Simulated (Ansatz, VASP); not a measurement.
Ge2Sb2Te5 in VASP and in Ansatz

```xyz
9
Lattice="4.2236 0.0000 0.0000 -2.1118 3.6577 0.0000 0.0000 0.0000 16.8783" Properties=species:S:1:pos:R:3 pbc="T T T"
Ge    0.0000    2.4385   15.1853
Ge    2.1118    1.2192    1.6930
Sb    0.0000    0.0000   11.5286
Sb    0.0000    0.0000    5.3497
Te    0.0000    0.0000    0.0000
Te    2.1118    1.2192   13.5281
Te    0.0000    2.4385    3.3502
Te    0.0000    2.4385    9.8076
Te    2.1118    1.2192    7.0707
```

Alike in both runs: task single point; functional PBEsol; k mesh 6 × 6 × 1; occupations gaussian, width 0.01 eV; no spin polarisation.

|  | VASP | Ansatz |
| --- | --- | --- |
| version | VASP 6.6.1 | Ansatz 0.2.0 |
| potentials or method | VASP PAW PBE potentials, release 64 (Ge_d, Sb, Te), cutoff 500 eV | scalar-relativistic, plane waves, PAW |
| valence electrons in the cell | 68 | 138 |

|  | VASP | Ansatz | Ansatz less VASP |
| --- | --- | --- | --- |
| gap on the k mesh at the Fermi level (eV) | 0.14 | 0.15 | +0.010 |
| least direct gap on the mesh (eV) | 0.14 | 0.15 | +0.010 |
| pressure (GPa) | -0.2 | -0.1 | +0.09 |
| rms of the force components (eV/Å) | 0.024 | 0.026 | +0.0024 |

VASP's potentials were made for PBE, not for PBEsol, and Ansatz warns of the same on its side. Atom by atom the forces differ by 0.011 eV/Å (rms over components). VASP's potentials hold 68 valence electrons a cell and Ansatz's 138, so a difference there can come from the potentials and not from the codes.

Spin-orbit coupling is off throughout.
